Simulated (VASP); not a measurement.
SrCuB5, 7 atoms in the cell. The structure is trigonal, space group R-3m (No. 166). The conventional cell has a = 5.599 Å, b = 5.599 Å, c = 10.109 Å, α = 90.00°, β = 90.00°, γ = 120.00°. Sr (site symmetry -3m) has 20 B at 2.80 to 3.74 Å and 6 Cu at 3.65 Å within 3.8 Å. Within 2.7 Å of Cu (site symmetry -3m) lie 8 B at 2.04 to 2.33 Å. Within 2.2 Å of B (site symmetry 2/m) lie 2 B at 1.66 Å. Within 2.2 Å of B (site symmetry 3m) lie 3 B at 1.66 Å and 1 Cu at 2.04 Å. The cell was built from a structure type or drawn by symmetry, and may not be a known phase.

| Quantity | Value |
| --- | --- |
| Program | VASP 6.6.1 |
| Task | single point |
| Functional | PBE |
| Potentials or basis | VASP PAW PBE potentials, release 64 (Sr_sv, Cu, B) |
| Cutoff | 520 eV |
| k mesh | 12 × 12 × 12 |
| Occupations | gaussian, width 0.1 eV |
| Spin | no spin polarisation |
| Dipole correction | no |
| Further INCAR settings | ALGO = Normal; EDIFF = 1e-07; NBANDS = 27 |

Potentials or basis: VASP PAW PBE potentials, release 64 (Sr_sv, Cu, B).

Launch:

```bash
$ cat potpaw_PBE.64/Sr_sv/POTCAR potpaw_PBE.64/Cu/POTCAR potpaw_PBE.64/B/POTCAR > POTCAR
$ mpirun -np 1 vasp_std > vasp.out
```

Hardware: 1 thread of AMD EPYC 9R45 (Zen 5), on a shared host.

Problem. How long does it take, and how much memory?

Solution. It took 5.7 min on 1 thread of AMD EPYC 9R45 (Zen 5), with other jobs on the host, peak memory 0.53 GiB. Counts: scf iterations 24, k points 189.
